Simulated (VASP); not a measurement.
A run of VASP 6.6.1 is set up as follows.

The input INCAR:

```
SYSTEM = NaCl
  ALGO = Normal
  EDIFF = 1E-6
  ENCUT = 520
  GGA = PE
  ISIF = 2
  ISMEAR = -1
  LASPH = .TRUE.
  LCHARG = .FALSE.
  LREAL = .FALSE.
  LWAVE = .FALSE.
  NBANDS = 14
  NELM = 100
  PREC = Accurate
  SIGMA = 0.02
```

Contents of KPOINTS:

```
k-points
0
G
  8 8 8
  0 0 0
```

File POSCAR:

```
NaCl
1.0
    0.0000000000      2.8167123034      2.7966897258
    2.8167123034      0.0000000000      2.7966897258
    2.8167123034      2.8167123034      0.0000000000
Na Cl
1 1
Direct
    0.0000000000      0.0000000000      0.0000000000
    0.5000000000      0.5000000000      0.5000000000
```

Potentials or basis: VASP PAW PBE potentials, release 64 (Na_pv, Cl).

The run is started by

```console
$ cat potpaw_PBE.64/Na_pv/POTCAR potpaw_PBE.64/Cl/POTCAR > POTCAR
$ mpirun -np 1 vasp_std > vasp.out
```

What does it give for the band gap on the k mesh?

5.15 eV, direct.

Estimate the pressure.

1.0 GPa.

Stress tensor (GPa, compression positive):
```
0.91 0.00 0.00
0.00 0.91 0.00
0.00 0.00 1.24
```

Caveat: the cell differs from its parent crystal (epitaxial xy strain +0.5%).
